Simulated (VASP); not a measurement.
Input of a VASP 6.6.1 run:

The input INCAR:

```
ALGO = Normal ; EDIFF = 1E-7
ENCUT = 520 ; GGA = PS
ISIF = 2 ; ISMEAR = 0
LASPH = T ; LCHARG = T
LELF = T ; LREAL = F
LVHAR = T ; LWAVE = F
NBANDS = 16 ; NELM = 100
PREC = Accurate ; SIGMA = 0.05
```

File KPOINTS:

```
k-points
0
Gamma
  12 12 4
```

Contents of POSCAR:

```
BN
1.0
    2.4813584168      0.0000000000      0.0000000000
   -1.2406792084      2.1489194248      0.0000000000
    0.0000000000      0.0000000000      7.6770748056
B N
2 2
Direct
    0.3333333333      0.6666666667      0.2500000000
    0.6666666667      0.3333333333      0.7500000000
    0.3333333333      0.6666666667      0.7500000000
    0.6666666667      0.3333333333      0.2500000000
```

Potentials or basis: VASP PAW PBE potentials, release 64 (B, N).

Launch:

```sh
$ cat potpaw_PBE.64/B/POTCAR potpaw_PBE.64/N/POTCAR > POTCAR
$ mpirun -np 1 vasp_std > vasp.out
```

Task: What does it give for the band gap on the k mesh?

Result: 4.45 eV, indirect (least direct gap 4.68 eV).

Task: Estimate the pressure.

Result: 6.1 GPa.

Stress tensor (GPa, compression positive):
```
 9.37  0.00  0.00
 0.00  9.37  0.00
 0.00  0.00 -0.47
```

Caveat: the PAW data sets were made with another functional, which shifts forces and pressure a little; this functional lacks dispersion, which binds the layers, so the pressure and a relaxed spacing across them are unreliable. A k mesh can miss the band edges.
